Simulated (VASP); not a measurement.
# Al2Au (Fm-3m) in VASP: further runs, part 3 of 3

VASP 6.6.1.

## Step 5: Single point, r2SCAN+D3(BJ)

This run uses another cell than the first one, of 19.35 Å³/atom, 1.075 times its volume.

POSCAR

```
Al2Au
1.0
    0.0000000000      3.0731994218      3.0731994218
    3.0731994218      0.0000000000      3.0731994218
    3.0731994218      3.0731994218      0.0000000000
Al Au
2 1
Direct
    0.2500000000      0.2500000000      0.2500000000
    0.7500000000      0.7500000000      0.7500000000
    0.0000000000      0.0000000000      0.0000000000
```

INCAR.step1

```
SYSTEM = Al2Au
ALGO     = Normal         ! electronic algorithm
EDIFF    = 1E-4           ! SCF threshold, eV
ENCUT    = 520            ! plane-wave cutoff, eV
GGA      = PE             ! functional
ISMEAR   = -1             ! smearing method
LASPH    = .TRUE.         ! aspherical terms in the spheres
LCHARG   = .FALSE.        ! write CHGCAR
LREAL    = .FALSE.        ! projectors in reciprocal space
LWAVE    = .TRUE.         ! write WAVECAR
NBANDS   = 16             ! bands
NELM     = 80             ! most SCF steps
PREC     = Accurate       ! precision mode
SIGMA    = 0.2            ! smearing width, eV
```

INCAR.step2

```
SYSTEM = Al2Au
ALGO     = Normal         ! electronic algorithm
EDIFF    = 1E-6           ! SCF threshold, eV
ENCUT    = 520            ! plane-wave cutoff, eV
ISIF     = 2              ! what is computed and relaxed
ISMEAR   = -1             ! smearing method
ISTART   = 1            
IVDW     = 12             ! dispersion correction
LASPH    = .TRUE.         ! aspherical terms in the spheres
LCHARG   = .FALSE.        ! write CHGCAR
LMIXTAU  = .TRUE.       
LREAL    = .FALSE.        ! projectors in reciprocal space
LWAVE    = .FALSE.        ! write WAVECAR
METAGGA  = R2SCAN         ! meta-GGA
NBANDS   = 16             ! bands
NELM     = 80             ! most SCF steps
PREC     = Accurate       ! precision mode
SIGMA    = 0.2            ! smearing width, eV
VDW_A1   = 0.49484001   
VDW_A2   = 5.73083694   
VDW_S6   = 1.0          
VDW_S8   = 0.78981345
```

KPOINTS

```
k-points
0
G
  7 7 7
  0 0 0
```

Potentials or basis: VASP PAW PBE potentials, release 64 (Al, Au).

Run with:

```
$ cat potpaw_PBE.64/Al/POTCAR potpaw_PBE.64/Au/POTCAR > POTCAR
$ cp INCAR.step1 INCAR
$ mpirun -np 1 vasp_std > vasp.out
$ cp INCAR.step2 INCAR
$ mpirun -np 1 vasp_std > vasp.out
```

OUTCAR:

```text
SYSTEM = Al2Au
   EDIFF = 1E-6
   ENCUT = 520
   ISIF = 2
   ISMEAR = -1
   ISTART = 1
   IVDW = 12
   LASPH = .TRUE.
   LREAL = .FALSE.
   METAGGA = R2SCAN
   NELM = 80
   PREC = Accurate
 IVDW          = 12

 ion  position               nearest neighbor table
   1  0.250  0.250  0.250-   3 2.66   3 2.66   3 2.66   3 2.66   2 3.07   2 3.07   2 3.07   2 3.07
                             2 3.07   2 3.07
   2  0.750  0.750  0.750-   3 2.66   3 2.66   3 2.66   3 2.66   1 3.07   1 3.07   1 3.07   1 3.07
                             1 3.07   1 3.07
   3  0.000  0.000  0.000-   2 2.66   2 2.66   2 2.66   1 2.66   2 2.66   1 2.66   1 2.66   1 2.66

  LATTYP: Found a face centered cubic cell.
 ALAT       =     6.1463988436

  Lattice vectors:

 A1 = (   0.0000000000,   3.0731994218,   3.0731994218)
 A2 = (   3.0731994218,   0.0000000000,   3.0731994218)
 A3 = (   3.0731994218,   3.0731994218,   0.0000000000)

Analysis of symmetry for initial positions (statically):
=====================================================================
 Subroutine PRICEL returns:
 Original cell was already a primitive cell.

 Routine SETGRP: Setting up the symmetry group for a
 face centered cubic supercell.

 Subroutine GETGRP returns: Found 48 space group operations
 (whereof 48 operations were pure point group operations)
 out of a pool of 48 trial point group operations.

The static configuration has the point symmetry O_h .

Analysis of symmetry for dynamics (positions and initial velocities):
=====================================================================
 Subroutine PRICEL returns:
 Original cell was already a primitive cell.

 Routine SETGRP: Setting up the symmetry group for a
 face centered cubic supercell.

 Subroutine GETGRP returns: Found 48 space group operations
 (whereof 48 operations were pure point group operations)
 out of a pool of 48 trial point group operations.

The dynamic configuration has the point symmetry O_h .
[... 113 lines left out ...]
   IALGO  =     38    algorithm
   IMIX   =      4    mixing-type and parameters
     AMIX     =   0.40;   BMIX     =  1.00
     AMIX_MAG =   1.60;   BMIX_MAG =  1.00
  volume/ion in A,a.u.               =      19.35       130.58
  Fermi-wavevector in a.u.,A,eV,Ry     =   1.087152  2.054420 16.080728  1.181900
  Thomas-Fermi vector in A             =   2.223305
   LORBIT       =      0    0 simple, 1 ext, 2 COOP (PROOUT), +10 PAW based schemes
   METAGGA = R2SCAN    functional components
   LHFCALC =     F    Hartree Fock is set to
   AEXX    =    0.0000 exact exchange contribution
   IVDW    =    12    specifies the selected vdW correction
   LEPSILON=     F    determine dielectric tensor
   LRPA    =     F    only Hartree local field effects (RPA)
 non-spin polarized calculation
  energy-cutoff  :      520.00
  volume of cell :       58.05
 maximum number of plane-waves:      1584
   NGX = 17   NGY = 17   NGZ = 17

 number of electron      16.9999998 magnetization

 Free energy of the ion-electron system (eV)
  ---------------------------------------------------
  ext. energy  EPLUGINS =         0.00000000
  ---------------------------------------------------
  free energy    TOTEN  =       -65.50812478 eV

  energy without entropy =      -65.39177553  energy(sigma->0) =      -65.44995016

 E-fermi :   6.9435     XC(G=0): -10.9387

 val. band max:        6.8895688040   @ k =  -0.4286   0.1429   0.0000
 cond. band min:       7.0598476765   @ k =   0.2857   0.1429   0.0000
 fundamental gap:      0.1702788725
 Fermi energy:         6.9434718581

 k-point     1 :       0.0000    0.0000    0.0000
  band No.  band energies     occupation
      1      -3.6645      2.00000
      2       0.3605      2.00000
      3       0.3605      2.00000
      4       0.3605      2.00000
      5       1.2843      2.00000
      6       1.2843      2.00000
[... 357 lines left out ...]
      3       0.5962      2.00000
      4       0.8996      2.00000
      5       1.0835      2.00000
      6       1.5497      2.00000
[... 8 lines left out ...]
     15      17.2380      0.00000
     16      17.6822      0.00000

------------------------ aborting loop because EDIFF is reached ----------------------------------------

 Edisp (eV)   -0.52952

 E8    (eV) :    -0.1885

  FORCE on cell =-STRESS in cart. coord.  units (eV):
  Direction    XX          YY          ZZ          XY          YZ          ZX
  --------------------------------------------------------------------------------------
  -------------------------------------------------------------------------------------
  Total      -3.06750    -3.06750    -3.06750    -0.00000     0.00000     0.00000
  in kB     -84.66297   -84.66297   -84.66297    -0.00000     0.00000     0.00000
  external pressure =      -84.66 kB  Pullay stress =        0.00 kB

 VOLUME and BASIS-vectors are now :
 -----------------------------------------------------------------------------
  energy-cutoff  :      520.00
  volume of cell :       58.05
      direct lattice vectors                 reciprocal lattice vectors
     0.000000000  3.073199422  3.073199422    -0.162696894  0.162696894  0.162696894
     3.073199422  0.000000000  3.073199422     0.162696894 -0.162696894  0.162696894
     3.073199422  3.073199422  0.000000000     0.162696894  0.162696894 -0.162696894

 POSITION                                       TOTAL-FORCE (eV/Angst)
 -----------------------------------------------------------------------------------
      1.53660      1.53660      1.53660        -0.000000     -0.000000      0.000000
      4.60980      4.60980      4.60980         0.000000      0.000000     -0.000000
      0.00000      0.00000      0.00000        -0.000000     -0.000000     -0.000000
 -----------------------------------------------------------------------------------
    total drift:                                0.000000     -0.000000      0.000000

  FREE ENERGIE OF THE ION-ELECTRON SYSTEM (eV)
  ---------------------------------------------------
  free  energy   TOTEN  =       -66.0376424724 eV

  energy  without entropy=      -65.9212932213  energy(sigma->0) =      -65.97946785
```

OSZICAR.step1:

```text
N       E                     dE             d eps       ncg     rms          rms(c)
DAV:   1     0.553769264004E+02    0.55377E+02   -0.68812E+03   648   0.877E+02
DAV:   2    -0.117266347100E+02   -0.67104E+02   -0.61020E+02   808   0.168E+02
DAV:   3    -0.132075876712E+02   -0.14810E+01   -0.14763E+01   840   0.238E+01
DAV:   4    -0.132196158166E+02   -0.12028E-01   -0.12027E-01   720   0.248E+00
DAV:   5    -0.132198413508E+02   -0.22553E-03   -0.22553E-03   816   0.350E-01    0.833E+00
DAV:   6    -0.121543057444E+02    0.10655E+01   -0.43791E+00   720   0.208E+01    0.403E+00
DAV:   7    -0.120745749648E+02    0.79731E-01   -0.21691E-01   680   0.468E+00    0.180E+00
DAV:   8    -0.120489943791E+02    0.25581E-01   -0.26132E-02   768   0.101E+00    0.403E-01
DAV:   9    -0.120480523481E+02    0.94203E-03   -0.30147E-03   744   0.542E-01    0.188E-01
DAV:  10    -0.120482029553E+02   -0.15061E-03   -0.23490E-04   688   0.890E-02    0.329E-02
DAV:  11    -0.120482008392E+02    0.21161E-05   -0.72041E-06   360   0.202E-02
   1 F= -.12048201E+02 E0= -.11986933E+02  d E =-.122535E+00
```

Run time: 58 s. Hardware: 1 thread of AMD EPYC 7R13 (Zen 3), shared host; peak memory 0.17 GiB.

What came out:

| Quantity | Value |
| --- | --- |
| Free energy | -66.0376 eV |
| Pressure | -8.5 GPa |
| Dispersion energy per atom | -0.177 eV |

Caveat: the PAW data sets were made with another functional, which shifts forces and pressure a little; spin-orbit coupling is left out, which moves the levels of the heavy elements; pairwise dispersion overbinds metals, which lowers pressure and volume.

## Step 6: Single point, r2SCAN+D3(BJ)

This run uses another cell than the first one, of 19.80 Å³/atom, 1.100 times its volume.

POSCAR

```
Al2Au
1.0
    0.0000000000      3.0968403464      3.0968403464
    3.0968403464      0.0000000000      3.0968403464
    3.0968403464      3.0968403464      0.0000000000
Al Au
2 1
Direct
    0.2500000000      0.2500000000      0.2500000000
    0.7500000000      0.7500000000      0.7500000000
    0.0000000000      0.0000000000      0.0000000000
```

INCAR.step1

```
SYSTEM = Al2Au
  PREC = Accurate
  ENCUT = 520
  ISMEAR = -1
  SIGMA = 0.2
  LREAL = .FALSE.
  LASPH = .TRUE.
  NELM = 100
  NBANDS = 16
  GGA = PE
  ALGO = Normal
  EDIFF = 1E-4
  LWAVE = .TRUE.
  LCHARG = .FALSE.
```

INCAR.step2

```
SYSTEM = Al2Au
  PREC = Accurate
  ENCUT = 520
  EDIFF = 1E-7
  ISMEAR = -1
  SIGMA = 0.2
  LREAL = .FALSE.
  LASPH = .TRUE.
  NELM = 100
  ALGO = Normal
  ISIF = 2
  LWAVE = .FALSE.
  LCHARG = .FALSE.
  METAGGA = R2SCAN
  LMIXTAU = .TRUE.
  IVDW = 12
  VDW_S6 = 1.0
  VDW_S8 = 0.78981345
  VDW_A1 = 0.49484001
  VDW_A2 = 5.73083694
  NBANDS = 16
  ISTART = 1
```

KPOINTS

```
regular mesh
0
G
  7 7 7
  0 0 0
```

Potentials or basis: VASP PAW PBE potentials, release 64 (Al, Au).

Run with:

```
$ cat potpaw_PBE.64/Al/POTCAR potpaw_PBE.64/Au/POTCAR > POTCAR
$ cp INCAR.step1 INCAR
$ mpirun -np 1 vasp_std > vasp.out
$ cp INCAR.step2 INCAR
$ mpirun -np 1 vasp_std > vasp.out
```

Wall time 2 min (1 thread of AMD EPYC 7R13 (Zen 3), shared host); peak memory 0.2 GiB.

It converged, with:

* Free energy: -65.9590 eV
* Pressure: -10.2 GPa
* Dispersion energy per atom: -0.172 eV

Levels at points of the mesh, in eV from the Fermi level:
| k point | band 6 | band 7 | band 8 | band 9 | band 10 | band 11 | band 12 | band 13 |
| --- | --- | --- | --- | --- | --- | --- | --- | --- |
| (0.00, 0.00, 0.00) | -5.56 | 2.13 | 2.98 | 2.98 | 2.98 | 3.70 | 3.70 | 3.70 |

Caveat: the PAW data sets were made with another functional, which shifts forces and pressure a little; spin-orbit coupling is left out, which moves the levels of the heavy elements; pairwise dispersion overbinds metals, which lowers pressure and volume.

## Step 7: Summary

```csv
cell,gap on the mesh (eV),pressure (GPa)
"a = 4.243 Å, angles 60.0°, 3 atoms",none,-1.3
"a = 4.278 Å, angles 60.0°, 3 atoms",none,-4.1
"a = 4.312 Å, angles 60.0°, 3 atoms",none,-6.4
"a = 4.346 Å, angles 60.0°, 3 atoms",none,-8.5
"a = 4.380 Å, angles 60.0°, 3 atoms",none,-10.2
```

Alike in all rows: task single point; level r2SCAN+D3(BJ); potentials or basis VASP PAW PBE potentials, release 64 (Al, Au); no spin polarisation; k mesh 7 × 7 × 7; cutoff (eV) 520; smearing fermi-dirac 0.2 eV.

Caveats: the PAW data sets were made with another functional, which shifts forces and pressure a little; spin-orbit coupling is left out, which moves the levels of the heavy elements; pairwise dispersion overbinds metals, which lowers pressure and volume.

Total energies depend on the potentials used, so only differences within one code and one set of settings carry meaning.
